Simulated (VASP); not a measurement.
# Si2W (MoSi2 type) (I4/mmm) in VASP: notebook

Runs on Si2W (MoSi2 type). Level: PBE. Tasks: relaxation of cell and atoms.

Everything below comes from runs of VASP 6.6.1. Logs are shortened: lines on timing, memory, paths and dates and some standing lists are left out, and cuts for length are marked.

## 1. The cell of the first run

The structure is tetragonal, space group I4/mmm (No. 139). Conventional cell: a = 2.992 Å, b = 2.992 Å, c = 7.330 Å, α = 90.00°, β = 90.00°, γ = 90.00°. W (site symmetry 4/mmm) has 10 Si at 2.44 to 2.46 Å and 4 W at 2.99 Å within 3.2 Å. Within 3.2 Å of Si (site symmetry 4mm) lie 9 Si at 2.42 to 2.99 Å and 5 W at 2.44 to 2.46 Å.

## 2. Relaxation of cell and atoms, PBE, target pressure 80 GPa, at which the enthalpy is minimised

INCAR reads:

```
PREC = Accurate ; ENCUT = 600
EDIFF = 1E-6 ; ISMEAR = -1
SIGMA = 0.05 ; LREAL = F
LASPH = T ; NELM = 80
ALGO = Normal ; ISIF = 3
LWAVE = F ; LCHARG = F
GGA = PE ; IBRION = 2
NSW = 60 ; EDIFFG = -0.005
PSTRESS = 800.0
```

KPOINTS reads:

```
regular mesh
0
Gamma
  15 15 15
```

POSCAR reads:

```
Si2W
1.0
   -1.4959841274      1.4959841274      3.6651611122
    1.4959841274     -1.4959841274      3.6651611122
    1.4959841274      1.4959841274     -3.6651611122
W Si
1 2
Direct
    0.0000000000      0.0000000000      0.0000000000
    0.3350000000      0.3350000000      0.0000000000
   -0.3350000000     -0.3350000000      0.0000000000
```

Potentials or basis: VASP PAW PBE potentials, release 64 (W_sv, Si).

Started as:

```sh
cat potpaw_PBE.64/W_sv/POTCAR potpaw_PBE.64/Si/POTCAR > POTCAR
mpirun -np 1 vasp_std > vasp.out
```

OUTCAR:

```text
PREC = Accurate
   ENCUT = 600
   EDIFF = 1E-6
   ISMEAR = -1
   LREAL = F
   LASPH = T
   NELM = 80
   ISIF = 3
   GGA = PE
   IBRION = 2
   NSW = 60
   EDIFFG = -0.005
   PSTRESS = 800.0

 ion  position               nearest neighbor table
   1  0.000  0.000  0.000-   3 2.44   3 2.44   3 2.44   2 2.44   3 2.44   2 2.44   2 2.44   2 2.44
                             2 2.46   3 2.46
   2  0.335  0.335  0.000-   3 2.42   1 2.44   1 2.44   1 2.44   1 2.44   3 2.46   3 2.46   3 2.46
                             3 2.46   1 2.46
   3  0.665  0.665  0.000-   2 2.42   1 2.44   1 2.44   1 2.44   1 2.44   2 2.46   2 2.46   2 2.46
                             2 2.46   1 2.46

  LATTYP: Found a body centered tetragonal cell.
 ALAT       =     2.9919682548
 C/A-ratio  =     2.4500000000

  Lattice vectors:

 A1 = (  -1.4959841274,   1.4959841274,   3.6651611122)
 A2 = (   1.4959841274,  -1.4959841274,   3.6651611122)
 A3 = (   1.4959841274,   1.4959841274,  -3.6651611122)

Analysis of symmetry for initial positions (statically):
=====================================================================
 Subroutine PRICEL returns:
 Original cell was already a primitive cell.

 Routine SETGRP: Setting up the symmetry group for a
 body centered tetragonal supercell.

 Subroutine GETGRP returns: Found 16 space group operations
 (whereof 16 operations were pure point group operations)
 out of a pool of 16 trial point group operations.

The static configuration has the point symmetry D_4h.

Analysis of symmetry for dynamics (positions and initial velocities):
=====================================================================
 Subroutine PRICEL returns:
 Original cell was already a primitive cell.

 Routine SETGRP: Setting up the symmetry group for a
 body centered tetragonal supercell.

 Subroutine GETGRP returns: Found 16 space group operations
 (whereof 16 operations were pure point group operations)
 out of a pool of 16 trial point group operations.

The dynamic configuration has the point symmetry D_4h.

 Subroutine INISYM returns: Found 16 space group operations
 (whereof 16 operations are pure point group operations),
 and found     1 'primitive' translations

----------------------------------------------------------------------------------------

                                     Primitive cell

  volume of cell :      32.8101

  direct lattice vectors                    reciprocal lattice vectors
    -1.495984127  1.495984127  3.665161112     0.000000000  0.334228145  0.136419651
     1.495984127 -1.495984127  3.665161112     0.334228145  0.000000000  0.136419651
     1.495984127  1.495984127 -3.665161112     0.334228145  0.334228145  0.000000000

  length of vectors
     4.231943170  4.231943170  4.231943170     0.360996917  0.360996917  0.472669976

  position of ions in fractional coordinates (direct lattice)
     0.000000000  0.000000000  0.000000000
     0.335000000  0.335000000  0.000000000
     0.665000000  0.665000000  0.000000000

  ion indices of the primitive-cell ions
   primitive index   ion index
                 1           1
                 2           2
                 3           3

----------------------------------------------------------------------------------------

 KPOINTS: regular mesh

Automatic generation of k-mesh.
 Grid dimensions read from file:
 generate k-points for:   15   15   15

 Generating k-lattice:

  Cartesian coordinates                     Fractional coordinates (reciprocal lattice)
     0.000000000  0.022281876  0.009094643     0.066666667 -0.000000000  0.000000000
     0.022281876  0.000000000  0.009094643    -0.000000000  0.066666667  0.000000000
     0.022281876  0.022281876  0.000000000     0.000000000  0.000000000  0.066666667

  Length of vectors
     0.024066461  0.024066461  0.031511332

  Shift w.r.t. Gamma in fractional coordinates (k-lattice)
     0.000000000  0.000000000  0.000000000

 Subroutine IBZKPT returns following result:
 ===========================================

 Found    288 irreducible k-points:

 Following reciprocal coordinates:
            Coordinates               Weight
  0.000000  0.000000  0.000000      1.000000
  0.066667  0.000000 -0.000000      8.000000
  0.133333  0.000000  0.000000      8.000000
  0.200000  0.000000  0.000000      8.000000
  0.266667  0.000000  0.000000      8.000000
  0.333333  0.000000  0.000000      8.000000
[... 16 lines left out ...]
  0.133333  0.133333  0.000000      8.000000
  0.200000  0.133333  0.000000     16.000000
 [... further k-points ...]
   k-points           NKPTS =    288   k-points in BZ     NKDIM =    288   number of bands    NBANDS=     15
   number of dos      NEDOS =    301   number of ions     NIONS =      3
   total plane-waves  NPLWV =  46656
   dimension x,y,z NGX =    36 NGY =   36 NGZ =   36
   dimension x,y,z NGXF=    72 NGYF=   72 NGZF=   72
   ions per type =               1   2
   NGX,Y,Z   is equivalent  to a cutoff of  14.14, 14.14, 14.14 a.u.
   NGXF,Y,Z  is equivalent  to a cutoff of  28.28, 28.28, 28.28 a.u.
 SYSTEM =  unknown system
   PREC   = accura    normal or accurate (medium, high low for compatibility)
   ISTART =      0    job   : 0-new  1-cont  2-samecut
   ICHARG =      2    charge: 1-file 2-atom 10-const
   ISPIN  =      1    spin polarized calculation?
   LNONCOLLINEAR =      F non collinear calculations
   LSORBIT =      F    spin-orbit coupling
   LASPH  =      T    aspherical Exc in radial PAW
   ENCUT  =  600.0 eV  44.10 Ry    6.64 a.u.   8.45  8.45  8.45*2*pi/ulx,y,z
   NELM   =     80;   NELMIN=  2; NELMDL= -5     # of ELM steps
   EDIFF  = 0.1E-05   stopping-criterion for ELM
   LREAL  =      F    real-space projection
   EDIFFG = -.5E-02   stopping-criterion for IOM
   NSW    =     60    number of steps for IOM
   IBRION =      2    ionic relax: 0-MD 1-quasi-New 2-CG
   NFREE  =      1    steps in history (QN), initial steepest desc. (CG)
   ISIF   =      3    stress and relaxation
   ISYM   =      2    0-nonsym 1-usesym 2-fastsym
   POTIM  = 0.5000    time-step for ionic-motion
   TEBEG  =    0.0;   TEEND  =   0.0 temperature during run
   PSTRESS=  800.0 pullay stress
   NELECT =      22.0000    total number of electrons
   NUPDOWN=      -1.0000    fix difference up-down
   EMIN   =  10.00;   EMAX   =-10.00  energy-range for DOS
   EFERMI =   0.00;   METHOD = LEGACY
   ISMEAR =    -1;   SIGMA  =   0.05  broadening in eV -4-tet -1-fermi 0-gaus
   EFERMI_NEDOS =   21; number of points for ismear=-14 and -15
   IALGO  =     38    algorithm
   IMIX   =      4    mixing-type and parameters
     AMIX     =   0.40;   BMIX     =  1.00
     AMIX_MAG =   1.60;   BMIX_MAG =  1.00
  volume/ion in A,a.u.               =      10.94        73.80
  Fermi-wavevector in a.u.,A,eV,Ry     =   1.432892  2.707773 27.935193  2.053179
  Thomas-Fermi vector in A             =   2.552470
   LORBIT       =      0    0 simple, 1 ext, 2 COOP (PROOUT), +10 PAW based schemes
   GGA     = PE    functional components
   LHFCALC =     F    Hartree Fock is set to
   AEXX    =    0.0000 exact exchange contribution
   IVDW    =     0    specifies the selected vdW correction
   LEPSILON=     F    determine dielectric tensor
   LRPA    =     F    only Hartree local field effects (RPA)
 conjugate gradient relaxation of ions
 non-spin polarized calculation
  energy-cutoff  :      600.00
  volume of cell :       32.81
 maximum number of plane-waves:      1134
 NGX is ok and might be reduce to    36
   NGX = 17   NGY = 17   NGZ = 17

--------------------------------------- Ionic step        1  -------------------------------------------

 number of electron      22.0000000 magnetization

 Free energy of the ion-electron system (eV)
  ---------------------------------------------------
  ext. energy  EPLUGINS =         0.00000000
  ---------------------------------------------------
  free energy    TOTEN  =       -23.12334344 eV

  energy without entropy =      -23.12131193  energy(sigma->0) =      -23.12232769

------------------------ aborting loop because EDIFF is reached ----------------------------------------

  FORCE on cell =-STRESS in cart. coord.  units (eV):
  Direction    XX          YY          ZZ          XY          YZ          ZX
  --------------------------------------------------------------------------------------
  -------------------------------------------------------------------------------------
  Total       15.9354965     15.9354965     17.3631909      0.0000000      0.0000000      0.0000000
  in kB      778.1604429    778.1604429    847.8774605      0.0000000      0.0000000      0.0000000
  external PRESSURE =       1.3994488 kB  Pullay stress =     800.0000000 kB
[... 258 lines left out ...]
  enthalpy is  TOTEN    =        -6.7704280014 eV   P V=       16.3464997691

--------------------------------------- Ionic step        8  -------------------------------------------

 number of electron      22.0000000 magnetization

 Free energy of the ion-electron system (eV)
  ---------------------------------------------------
  ext. energy  EPLUGINS =         0.00000000
  ---------------------------------------------------
  free energy    TOTEN  =       -23.11594463 eV

  energy without entropy =      -23.11445092  energy(sigma->0) =      -23.11519777

 E-fermi :  15.3002     XC(G=0): -13.5728

 val. band max:       15.2783651226   @ k =  -0.4000  -0.4667   0.2667
 cond. band min:      15.3968974205   @ k =  -0.3333  -0.3333   0.2667
 fundamental gap:      0.1185322979
 Fermi energy:        15.3002399645

 k-point     1 :       0.0000    0.0000    0.0000
  band No.  band energies     occupation
      1     -58.1356      2.00000
      2     -22.6958      2.00000
      3     -22.4596      2.00000
      4     -22.4596      2.00000
      5      -0.7190      2.00000
      6       6.9565      2.00000
      7      10.8162      2.00000
      8      11.5458      2.00000
      9      11.8131      2.00000
     10      11.8131      2.00000
     11      16.2800      0.00000
     12      17.2052      0.00000
     13      19.3824      0.00000
     14      19.3824      0.00000
     15      19.5592      0.00000
[... 397 lines left out ...]
 k-point    24 :       0.2000    0.1333    0.0000
  band No.  band energies     occupation
      1     -58.1233      2.00000
      2     -22.6791      2.00000
      3     -22.6332      2.00000
      4     -22.5289      2.00000
      5       0.7389      2.00000
      6       6.8528      2.00000
      7       9.4248      2.00000
      8      11.0012      2.00000
      9      11.5429      2.00000
     10      12.1280      2.00000
     11      13.4203      2.00000
     12      18.2767      0.00000
     13      18.8239      0.00000
     14      20.0131      0.00000
     15      20.7768      0.00000

 [... further k-points ...]
[... 5 lines left out ...]
  --------------------------------------------------------------------------------------
  -------------------------------------------------------------------------------------
  Total       16.3369901     16.3369901     16.3424871      0.0000000      0.0000000     -0.0000000
  in kB      799.5831186    799.5831186    799.8521558      0.0000000      0.0000000     -0.0000000
  external PRESSURE =      -0.3272023 kB  Pullay stress =     800.0000000 kB
[... 18 lines left out ...]
  FREE ENERGIE OF THE ION-ELECTRON SYSTEM (eV)
  ---------------------------------------------------
  free  energy   TOTEN  =       -23.1159446270 eV

  energy  without entropy=      -23.1144509212  energy(sigma->0) =      -23.11519777

  enthalpy is  TOTEN    =        -6.7704368207 eV   P V=       16.3455078063

 reached required accuracy - stopping structural energy minimisation
```

It took 7.1 min on 1 thread of Intel Xeon Platinum 8559C (Emerald Rapids), shared host; peak memory 0.35 GiB.

Results:

```
Free energy                                            : -23.1159 eV
Relaxed volume                                         : 10.91 Å³/atom
Relaxed cell                                           : a = 4.252 Å, b = 4.252 Å, c = 4.252 Å, α = 139.03°, β = 139.03°, γ = 59.33°
Space group after relaxing (to 0.05 Å)                 : I4/mmm (No. 139)
Energy change on relaxing (the enthalpy is what falls) : +2.5 meV/atom
Ionic steps                                            : 8
Pressure after relaxing                                : 80.0 GPa
Band gap on the k mesh                                 : zero (band 11 reaches 16.44 eV, above the bottom of band 12 at 14.63 eV)
```

Step by step:
| step | energy change (eV) | largest force (eV/Å) | pressure (GPa) | volume (Å³) |
| --- | --- | --- | --- | --- |
| 1 | 0.0000 | 0.8777 | 80.14 | 32.81 |
| 2 | -0.0375 | 0.4816 | 77.49 | 32.85 |
| 3 | -0.0420 | 0.0248 | 78.36 | 32.84 |
| 4 | 0.2081 | 0.0705 | 86.29 | 32.35 |
| 5 | 0.0097 | 0.0053 | 80.04 | 32.73 |
| 6 | 0.0087 | 0.0060 | 80.01 | 32.73 |
| 7 | 0.0064 | 0.0070 | 79.95 | 32.74 |
| 8 | 0.0074 | 0.0014 | 79.97 | 32.74 |

Final structure:
```
CELL_PARAMETERS angstrom
-1.48821 1.48821 3.69515
1.48821 -1.48821 3.69515
1.48821 1.48821 -3.69515
ATOMIC_POSITIONS crystal
W 0.00000 0.00000 0.00000
Si 0.33132 0.33132 0.00000
Si 0.66868 0.66868 0.00000
```

Caveat: the cell is relaxed towards a set pressure, so the enthalpy falls and the energy may rise; spin-orbit coupling is left out, which moves the levels of the heavy elements.

## 3. Relaxation of cell and atoms, PBE

This run uses another cell than the first one, of 12.38 Å³/atom, 1.132 times its volume.

INCAR reads:

```
SYSTEM = Si2W
  ALGO = Normal
  EDIFF = 1E-7
  EDIFFG = -0.005
  ENCUT = 600
  GGA = PE
  IBRION = 2
  ISIF = 3
  ISMEAR = -1
  LASPH = .True.
  LCHARG = .False.
  LREAL = .False.
  LWAVE = .False.
  NELM = 100
  NSW = 60
  PREC = Accurate
  SIGMA = 0.05
```

KPOINTS reads:

```
k-points
0
Gamma
  15 15 15
  0 0 0
```

POSCAR reads:

```
Si2W
1.0
   -1.5592157582      1.5592157582      3.8200786076
    1.5592157582     -1.5592157582      3.8200786076
    1.5592157582      1.5592157582     -3.8200786076
W Si
1 2
Direct
    0.0000000000      0.0000000000      0.0000000000
    0.3350000000      0.3350000000      0.0000000000
   -0.3350000000     -0.3350000000      0.0000000000
```

Potentials or basis: VASP PAW PBE potentials, release 64 (W_sv, Si).

Started as:

```sh
cat potpaw_PBE.64/W_sv/POTCAR potpaw_PBE.64/Si/POTCAR > POTCAR
mpirun -np 1 vasp_std > vasp.out
```

It took 12 min on 1 thread of Intel Xeon Platinum 8559C (Emerald Rapids), shared host; peak memory 0.36 GiB.

Results (log left out):

* Free energy: -24.8153 eV
* Relaxed volume: 13.68 Å³/atom
* Relaxed cell: a = 4.549 Å, b = 4.549 Å, c = 4.549 Å, α = 138.41°, β = 138.41°, γ = 60.27°
* Space group after relaxing (to 0.05 Å): I4/mmm (No. 139)
* Energy gained by relaxing: 101.5 meV/atom
* Ionic steps: 10
* Pressure after relaxing: 0.0 GPa
* Band gap on the k mesh: zero (band 11 reaches 12.48 eV, above the bottom of band 12 at 11.29 eV)

Forces in eV/Å, atoms in the order of the input:
```
W    0.000  0.000  0.000
Si   0.000  0.000  0.003
Si   0.000  0.000 -0.003
```

Step by step:
```
step  energy change (eV)  largest force (eV/Å)  pressure (GPa)  volume (Å³)
   1              0.0000                0.3880           27.36        37.15
   2              0.6093                0.5660          -27.68        49.72
   3             -0.3017                0.0958           -1.29        41.24
   4             -0.3028                0.0766           -0.13        41.02
   5             -0.3028                0.0694            0.31        40.94
   6             -0.3043                0.0151            0.27        40.99
   7             -0.3045                0.0293            0.28        40.98
   8             -0.3045                0.0122           -0.33        41.10
   9             -0.3046                0.0199           -0.06        41.04
  10             -0.3046                0.0025            0.01        41.03
```

Final structure:
```cif
data_structure
_symmetry_space_group_name_H-M 'P 1'
_symmetry_Int_Tables_number 1
_cell_length_a 4.5487
_cell_length_b 4.5487
_cell_length_c 4.5487
_cell_angle_alpha 138.411
_cell_angle_beta 138.411
_cell_angle_gamma 60.275
_cell_volume 41.03
loop_
_atom_site_label
_atom_site_type_symbol
_atom_site_fract_x
_atom_site_fract_y
_atom_site_fract_z
_atom_site_occupancy
W1 W 0.00000 0.00000 0.00000 1
Si1 Si 0.33454 0.33454 0.00000 1
Si2 Si 0.66546 0.66546 0.00000 1
```

Levels at points of the mesh, in eV from the Fermi level:
```
           k point  band 7  band 8  band 9  band 10  band 11  band 12  band 13  band 14  band 15
(0.00, 0.00, 0.00)   -3.76   -3.24   -2.80    -2.80     0.61     2.65     2.98     3.04     3.04
```

Caveat: spin-orbit coupling is left out, which moves the levels of the heavy elements.
